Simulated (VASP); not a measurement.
# S (Fd-3m) in VASP: a series of runs

S is run at these levels: r2SCAN; tasks: relaxation of cell and atoms.

All numbers are computed with VASP 6.6.1; they aren't measurements. Logs are shortened: lines on timing, memory, paths and dates and some standing lists are left out, and cuts for length are marked.

## Step 1: The cell of the first run

It takes space group Fd-3m (No. 227, cubic). Conventional cell: a = 5.780 Å, b = 5.780 Å, c = 5.780 Å, α = 90.00°, β = 90.00°, γ = 90.00°. Within 3.3 Å of S (site symmetry -43m) lie 4 S at 2.50 Å.

This isn't the form of S at room conditions, which is orthorhombic, of S8 rings.

## Step 2: Relaxation of cell and atoms, r2SCAN, target pressure 15 GPa, at which the enthalpy is minimised

POSCAR

```
S
1.0
    0.0000000000      2.8900000000      2.8900000000
    2.8900000000      0.0000000000      2.8900000000
    2.8900000000      2.8900000000      0.0000000000
S
2
Direct
    0.0000000000      0.0000000000      0.0000000000
    0.2500000000      0.2500000000      0.2500000000
```

INCAR.step1

```
ALGO = Normal
EDIFF = 1E-5
EDIFFG = -0.005
ENCUT = 550
GGA = PE
GGA_COMPAT = F
IBRION = 2
ISIF = 3
ISMEAR = 1
LASPH = T
LCHARG = F
LREAL = F
LWAVE = T
NELM = 120
NELMIN = 4
NSW = 100
PREC = Accurate
SIGMA = 0.05
```

INCAR.step2

```
ALGO = Normal
EDIFF = 1E-7
EDIFFG = -0.01
ENCUT = 550
GGA_COMPAT = F
IBRION = 2
ISIF = 3
ISMEAR = 1
ISTART = 1
LASPH = T
LCHARG = F
LMIXTAU = T
LREAL = F
LWAVE = F
METAGGA = R2SCAN
NELM = 120
NELMIN = 4
NSW = 80
PREC = Accurate
PSTRESS = 150.0
SIGMA = 0.05
```

KPOINTS

```
k-points
0
Gamma
  5 5 5
```

Potentials or basis: VASP PAW PBE potentials, release 64 (S).

Run with:

```console
$ cat potpaw_PBE.64/S/POTCAR > POTCAR
$ cp INCAR.step1 INCAR
$ mpirun -np 1 vasp_std > vasp.out
$ cp INCAR.step2 INCAR
$ mpirun -np 1 vasp_std > vasp.out
```

OUTCAR:

```text
EDIFF = 1E-7
   EDIFFG = -0.01
   ENCUT = 550
   IBRION = 2
   ISIF = 3
   ISMEAR = 1
   ISTART = 1
   LASPH = T
   LREAL = F
   METAGGA = R2SCAN
   NELM = 120
   NELMIN = 4
   NSW = 80
   PREC = Accurate
   PSTRESS = 150.0

 ion  position               nearest neighbor table
   1  0.000  0.000  0.000-   2 2.50   2 2.50   2 2.50   2 2.50
   2  0.250  0.250  0.250-   1 2.50   1 2.50   1 2.50   1 2.50

  LATTYP: Found a face centered cubic cell.
 ALAT       =     5.7800000000

  Lattice vectors:

 A1 = (   0.0000000000,   2.8900000000,   2.8900000000)
 A2 = (   2.8900000000,   0.0000000000,   2.8900000000)
 A3 = (   2.8900000000,   2.8900000000,   0.0000000000)

Analysis of symmetry for initial positions (statically):
=====================================================================
 Subroutine PRICEL returns:
 Original cell was already a primitive cell.

 Routine SETGRP: Setting up the symmetry group for a
 face centered cubic supercell.

 Subroutine GETGRP returns: Found 48 space group operations
 (whereof 24 operations were pure point group operations)
 out of a pool of 48 trial point group operations.

The static configuration has the point symmetry T_d .
 The point group associated with its full space group is O_h .

Analysis of symmetry for dynamics (positions and initial velocities):
=====================================================================
 Subroutine PRICEL returns:
 Original cell was already a primitive cell.

 Routine SETGRP: Setting up the symmetry group for a
 face centered cubic supercell.

 Subroutine GETGRP returns: Found 48 space group operations
 (whereof 24 operations were pure point group operations)
 out of a pool of 48 trial point group operations.

The dynamic configuration has the point symmetry T_d .
 The point group associated with its full space group is O_h .

 Subroutine INISYM returns: Found 48 space group operations
 (whereof 24 operations are pure point group operations),
 and found     1 'primitive' translations

----------------------------------------------------------------------------------------

                                     Primitive cell

  volume of cell :      48.2751

  direct lattice vectors                    reciprocal lattice vectors
     0.000000000  2.890000000  2.890000000    -0.173010381  0.173010381  0.173010381
     2.890000000  0.000000000  2.890000000     0.173010381 -0.173010381  0.173010381
     2.890000000  2.890000000  0.000000000     0.173010381  0.173010381 -0.173010381

  length of vectors
     4.087077195  4.087077195  4.087077195     0.299662769  0.299662769  0.299662769

  position of ions in fractional coordinates (direct lattice)
     0.000000000  0.000000000  0.000000000
     0.250000000  0.250000000  0.250000000

  ion indices of the primitive-cell ions
   primitive index   ion index
                 1           1
                 2           2

----------------------------------------------------------------------------------------

 KPOINTS: k-points

Automatic generation of k-mesh.
 Grid dimensions read from file:
 generate k-points for:    5    5    5

 Generating k-lattice:

  Cartesian coordinates                     Fractional coordinates (reciprocal lattice)
    -0.034602076  0.034602076  0.034602076     0.200000000  0.000000000  0.000000000
     0.034602076 -0.034602076  0.034602076     0.000000000  0.200000000  0.000000000
     0.034602076  0.034602076 -0.034602076     0.000000000  0.000000000  0.200000000

  Length of vectors
     0.059932554  0.059932554  0.059932554

  Shift w.r.t. Gamma in fractional coordinates (k-lattice)
     0.000000000  0.000000000  0.000000000

 Subroutine IBZKPT returns following result:
 ===========================================

 Found     10 irreducible k-points:

 Following reciprocal coordinates:
            Coordinates               Weight
  0.000000  0.000000  0.000000      1.000000
  0.200000  0.000000  0.000000      8.000000
  0.400000  0.000000  0.000000      8.000000
  0.200000  0.200000  0.000000      6.000000
  0.400000  0.200000  0.000000     24.000000
 -0.400000  0.200000  0.000000     24.000000
 -0.200000  0.200000  0.000000     12.000000
  0.400000  0.400000  0.000000      6.000000
 -0.400000  0.400000  0.000000     12.000000
 -0.400000  0.400000  0.200000     24.000000
   k-points           NKPTS =     10   k-points in BZ     NKDIM =     10   number of bands    NBANDS=     10
   number of dos      NEDOS =    301   number of ions     NIONS =      2
   total plane-waves  NPLWV =  32768
   dimension x,y,z NGX =    32 NGY =   32 NGZ =   32
   dimension x,y,z NGXF=    64 NGYF=   64 NGZF=   64
   ions per type =               2
   NGX,Y,Z   is equivalent  to a cutoff of  13.02, 13.02, 13.02 a.u.
   NGXF,Y,Z  is equivalent  to a cutoff of  26.03, 26.03, 26.03 a.u.
 SYSTEM =  unknown system
   PREC   = accura    normal or accurate (medium, high low for compatibility)
   ISTART =      1    job   : 0-new  1-cont  2-samecut
   ICHARG =      0    charge: 1-file 2-atom 10-const
   ISPIN  =      1    spin polarized calculation?
   LNONCOLLINEAR =      F non collinear calculations
   LSORBIT =      F    spin-orbit coupling
   LASPH  =      T    aspherical Exc in radial PAW
   ENCUT  =  550.0 eV  40.42 Ry    6.36 a.u.   7.82  7.82  7.82*2*pi/ulx,y,z
   NELM   =    120;   NELMIN=  4; NELMDL=  0     # of ELM steps
   EDIFF  = 0.1E-06   stopping-criterion for ELM
   LREAL  =      F    real-space projection
   EDIFFG = -.1E-01   stopping-criterion for IOM
   NSW    =     80    number of steps for IOM
   IBRION =      2    ionic relax: 0-MD 1-quasi-New 2-CG
   NFREE  =      1    steps in history (QN), initial steepest desc. (CG)
   ISIF   =      3    stress and relaxation
   ISYM   =      2    0-nonsym 1-usesym 2-fastsym
   POTIM  = 0.5000    time-step for ionic-motion
   TEBEG  =    0.0;   TEEND  =   0.0 temperature during run
   PSTRESS=  150.0 pullay stress
   NELECT =      12.0000    total number of electrons
   NUPDOWN=      -1.0000    fix difference up-down
   EMIN   =  10.00;   EMAX   =-10.00  energy-range for DOS
   EFERMI =   0.00;   METHOD = LEGACY
   ISMEAR =     1;   SIGMA  =   0.05  broadening in eV -4-tet -1-fermi 0-gaus
   EFERMI_NEDOS =   21; number of points for ismear=-14 and -15
   IALGO  =     38    algorithm
   IMIX   =      4    mixing-type and parameters
     AMIX     =   0.40;   BMIX     =  1.00
     AMIX_MAG =   1.60;   BMIX_MAG =  1.00
  volume/ion in A,a.u.               =      24.14       162.89
  Fermi-wavevector in a.u.,A,eV,Ry     =   1.029344  1.945179 14.416054  1.059550
  Thomas-Fermi vector in A             =   2.163387
   LORBIT       =      0    0 simple, 1 ext, 2 COOP (PROOUT), +10 PAW based schemes
   METAGGA = R2SCAN    functional components
   LHFCALC =     F    Hartree Fock is set to
   AEXX    =    0.0000 exact exchange contribution
   IVDW    =     0    specifies the selected vdW correction
   LEPSILON=     F    determine dielectric tensor
   LRPA    =     F    only Hartree local field effects (RPA)
 conjugate gradient relaxation of ions
 non-spin polarized calculation
 Methfessel and Paxton  Order N= 1 SIGMA  =   0.05
  energy-cutoff  :      550.00
  volume of cell :       48.28
 maximum number of plane-waves:      1422
   NGX = 15   NGY = 15   NGZ = 15

--------------------------------------- Ionic step        1  -------------------------------------------

 number of electron      12.0000001 magnetization

 Free energy of the ion-electron system (eV)
  ---------------------------------------------------
  ext. energy  EPLUGINS =         0.00000000
  ---------------------------------------------------
  free energy    TOTEN  =       -13.71661619 eV

  energy without entropy =      -13.71657418  energy(sigma->0) =      -13.71660218

 E-fermi :   3.4660     XC(G=0):  -9.2919

 val. band max:        3.3208144851   @ k =  -0.2000   0.2000   0.0000
 cond. band min:       3.4934581138   @ k =  -0.4000   0.2000   0.0000
 fundamental gap:      0.1726436286
 Fermi energy:         3.4660238524

 k-point     1 :       0.0000    0.0000    0.0000
  band No.  band energies     occupation
      1     -13.2379      2.00000
      2      -6.0871      2.00000
      3      -0.7297      2.00000
      4      -0.7297      2.00000
      5      -0.7297      2.00000
      6       2.3750      2.00000
      7       2.3750      2.00000
      8       2.3750      2.00000
      9       9.2707      0.00000
     10      11.6695      0.00000

 k-point     2 :       0.2000    0.0000    0.0000
  band No.  band energies     occupation
      1     -12.9038      2.00000
      2      -7.0941      2.00000
      3      -1.0689      2.00000
      4      -1.0689      2.00000
      5      -0.7194      2.00000
      6       2.8969      2.00000
      7       2.8969      2.00000
      8       3.1533      2.00000
      9      10.3203      0.00000
     10      11.1328      0.00000
[... 200 lines left out ...]
 POSITION                                       TOTAL-FORCE (eV/Angst)
 -----------------------------------------------------------------------------------
      0.00000      0.00000      0.00000        -0.000000     -0.000000     -0.000000
      1.34316      1.34316      1.34316         0.000000      0.000000      0.000000
 -----------------------------------------------------------------------------------
    total drift:                               -0.000000      0.000000      0.000000

  FREE ENERGIE OF THE ION-ELECTRON SYSTEM (eV)
  ---------------------------------------------------
  free  energy   TOTEN  =       -13.3692558139 eV

  energy  without entropy=      -13.3693398092  energy(sigma->0) =      -13.36928381

  enthalpy is  TOTEN    =        -9.7394603049 eV   P V=        3.6297955091

[... ionic steps 4 to 12 ...]

--------------------------------------- Ionic step       13  -------------------------------------------

 number of electron      12.0000000 magnetization

------------------------ aborting loop because EDIFF is reached ----------------------------------------

  FORCE on cell =-STRESS in cart. coord.  units (eV):
  Direction    XX          YY          ZZ          XY          YZ          ZX
  --------------------------------------------------------------------------------------
  -------------------------------------------------------------------------------------
  Total        3.5815824      3.5815824      3.5815824      0.0000000     -0.0000000      0.0000000
  in kB      147.4921952    147.4921952    147.4921952      0.0000000     -0.0000000      0.0000000
  external PRESSURE =      -2.5078048 kB  Pullay stress =     150.0000000 kB

 VOLUME and BASIS-vectors are now :
 -----------------------------------------------------------------------------
  energy-cutoff  :      550.00
  volume of cell :       38.91
      direct lattice vectors                 reciprocal lattice vectors
    -0.000000000  2.689441889  2.689441889    -0.185912178  0.185912178  0.185912178
     2.689441889 -0.000000000  2.689441889     0.185912178 -0.185912178  0.185912178
     2.689441889  2.689441889 -0.000000000     0.185912178  0.185912178 -0.185912178
[... 46 lines left out ...]
  FREE ENERGIE OF THE ION-ELECTRON SYSTEM (eV)
  ---------------------------------------------------
  free  energy   TOTEN  =       -13.3795399844 eV

  energy  without entropy=      -13.3796547331  energy(sigma->0) =      -13.37957823

  enthalpy is  TOTEN    =        -9.7394302100 eV   P V=        3.6401097744

--------------------------------------- Ionic step       15  -------------------------------------------

 number of electron      12.0000000 magnetization

 Free energy of the ion-electron system (eV)
  ---------------------------------------------------
  ext. energy  EPLUGINS =         0.00000000
  ---------------------------------------------------
  free energy    TOTEN  =       -13.37484063 eV

  energy without entropy =      -13.37494447  energy(sigma->0) =      -13.37487524

 E-fermi :   5.8385     XC(G=0): -10.3185

 val. band max:        5.7812454317   @ k =  -0.2000   0.2000   0.0000
 cond. band min:       5.8664576646   @ k =   0.4000   0.0000   0.0000
 fundamental gap:      0.0852122329
 Fermi energy:         5.8384910531

 k-point     1 :       0.0000    0.0000    0.0000
  band No.  band energies     occupation
      1     -12.6468      2.00000
      2      -2.4384      2.00000
      3       0.8255      2.00000
      4       0.8255      2.00000
      5       0.8255      2.00000
      6       4.4554      2.00000
      7       4.4554      2.00000
      8       4.4554      2.00000
      9      12.0447      0.00000
     10      13.5945      0.00000

 k-point     2 :       0.2000    0.0000    0.0000
  band No.  band energies     occupation
      1     -12.2150      2.00000
      2      -4.3919      2.00000
      3       0.3907      2.00000
      4       0.3907      2.00000
      5       1.3211      2.00000
      6       5.1370      2.00000
      7       5.1370      2.00000
      8       5.6685      2.00002
      9      13.0030      0.00000
     10      13.0030      0.00000
[... 124 lines left out ...]
 POSITION                                       TOTAL-FORCE (eV/Angst)
 -----------------------------------------------------------------------------------
     -0.00000      2.68769      2.68769        -0.000000     -0.000000     -0.000000
      1.34385      1.34385      1.34385         0.000000      0.000000      0.000000
 -----------------------------------------------------------------------------------
    total drift:                               -0.000000     -0.000000      0.000000

  FREE ENERGIE OF THE ION-ELECTRON SYSTEM (eV)
  ---------------------------------------------------
  free  energy   TOTEN  =       -13.3748406294 eV

  energy  without entropy=      -13.3749444742  energy(sigma->0) =      -13.37487524

  enthalpy is  TOTEN    =        -9.7394680761 eV   P V=        3.6353725533

 reached required accuracy - stopping structural energy minimisation
```

Wall time 4 min (1 thread of Intel Xeon 8259CL, shared host); peak memory 0.18 GiB.

What came out:

- Free energy: -13.3748 eV
- Relaxed volume: 19.42 Å³/atom
- Relaxed cell: a = 3.801 Å, b = 3.801 Å, c = 3.801 Å, α = 60.00°, β = 60.00°, γ = 60.00°
- Space group after relaxing (to 0.1 Å): Fd-3m (No. 227)
- Energy change on relaxing (the run minimises the enthalpy): +170.9 meV/atom
- Ionic steps: 15
- Pressure after relaxing: 14.9 GPa
- Band gap on the k mesh: zero (bands 6 and 7 overlap by 1.65 eV)

The path:
```csv
step,energy change (eV),largest force (eV/Å),pressure (GPa),volume (Å³)
1,0.0000,0.0000,-0.75,48.28
2,1.0848,0.0000,31.12,33.52
3,0.3474,0.0000,15.10,38.77
4,0.3310,0.0000,14.65,38.95
5,0.3313,0.0000,14.66,38.94
6,0.3324,0.0000,14.69,38.93
7,0.3325,0.0000,14.69,38.93
8,0.3325,0.0000,14.69,38.93
9,0.3326,0.0000,14.69,38.93
10,0.3327,0.0000,14.70,38.93
11,0.3330,0.0000,14.70,38.92
12,0.3336,0.0000,14.72,38.92
13,0.3347,0.0000,14.75,38.91
14,0.3371,0.0000,14.82,38.88
15,0.3418,0.0000,14.95,38.83
```

Final structure:
```
CELL_PARAMETERS angstrom
0.00000 2.68769 2.68769
2.68769 0.00000 2.68769
2.68769 2.68769 0.00000
ATOMIC_POSITIONS crystal
S 0.00000 0.00000 0.00000
S 0.25000 0.25000 0.25000
```

Caveat: the k points lie up to 0.40 Å⁻¹ apart in the final cell, too coarse for converged energies and pressures of a metal; the cell is relaxed towards a set pressure, so the run minimises the enthalpy, not the energy; the volume moved by over 15 % at a fixed basis, so the end points are rough; the PAW data sets were made with another functional, which shifts forces and pressure a little.

(Part 1 of 2 ends here.)

The gap in the log of VASP goes by the Fermi energy; the results here count the filled bands.